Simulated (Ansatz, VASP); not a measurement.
## CdSe: VASP beside Ansatz

File INCAR:

```
SYSTEM = CdSe
ALGO     = Normal         ! electronic algorithm
EDIFF    = 1E-7           ! SCF threshold, eV
ENCUT    = 520            ! plane-wave cutoff, eV
GGA      = RE             ! functional
ISIF     = 2              ! what is computed and relaxed
ISMEAR   = -1             ! smearing method
LASPH    = .TRUE.         ! aspherical terms in the spheres
LCHARG   = .FALSE.        ! write CHGCAR
LREAL    = .FALSE.        ! projectors in reciprocal space
LWAVE    = .FALSE.        ! write WAVECAR
NBANDS   = 16             ! bands
NELM     = 100            ! most SCF steps
PREC     = Accurate       ! precision mode
SIGMA    = 0.05           ! smearing width, eV
```

KPOINTS

```
k-points
0
G
  8 8 8
  0 0 0
```

File POSCAR:

```
CdSe
1.0
    0.0000000000      3.0702711986      3.0702711986
    3.0702711986      0.0000000000      3.0702711986
    3.0702711986      3.0702711986      0.0000000000
Cd Se
1 1
Direct
    0.0000000000      0.0000000000      0.0000000000
    0.2500000000      0.2500000000      0.2500000000
```

The input input.yaml:

```yaml
crystal:
  lattice:
    - [0.0, 3.0702711986, 3.0702711986]
    - [3.0702711986, 0.0, 3.0702711986]
    - [3.0702711986, 3.0702711986, 0.0]
  atoms:
    - { symbol: Cd, position: [0.0, 0.0, 0.0] }
    - { symbol: Se, position: [0.25, 0.25, 0.25] }
hamiltonian:
  xc: revpbe
  pseudopotentials: { kind: paw }
kpoints:
  mp_grid: { grid: [8, 8, 8] }
  band_path:
    path:
      - [[0.0, 0.0, 0.0], [0.5, 0.0, 0.5], [0.5, 0.25, 0.75], [0.375, 0.375, 0.75], [0.0, 0.0, 0.0], [0.5, 0.5, 0.5], [0.625, 0.25, 0.625], [0.5, 0.25, 0.75], [0.5, 0.5, 0.5], [0.375, 0.375, 0.75]]
      - [[0.625, 0.25, 0.625], [0.5, 0.0, 0.5]]
    npoints: 14
scf:
  occupations: { method: fermi_dirac, width: 0.05 }
  n_extra_bands: 6
output:
  forces: true
  stress: true
  eigenvalues: true
  fatbands: true
  write_density: true
  write_potential: true
  elf: true
  volumetric_format: npy
```

Alike in both runs: functional revPBE; k mesh 8 × 8 × 8; occupations fermi-dirac, width 0.05 eV; no spin polarisation.

|  | VASP | Ansatz |
| --- | --- | --- |
| version | VASP 6.6.1 | Ansatz 0.2.0 |
| potentials or method | VASP PAW PBE potentials, release 64 (Cd, Se) | Ansatz PAW |
| plane-wave cutoff (eV) | 520 | 420 |
| valence electrons in the cell | 18 | 36 |
| task | single point | band structure |

VASP gave:

```
gap on the k mesh at the Fermi level (eV) : 0.68
least direct gap on the mesh (eV)         : 0.68
pressure (GPa)                            : 3.0
```

**Question.** Which values does Ansatz return?

**Answer.** gap on the k mesh at the Fermi level (eV): 0.68; least direct gap on the mesh (eV): 0.68; pressure (GPa): 2.7.

VASP's potentials were made for PBE, not for revPBE. With one functional, cell and mesh, what is left measures potentials, basis and numerics. VASP's potentials hold 18 valence electrons a cell and Ansatz's 36, so a difference there can come from the potentials and not from the codes.
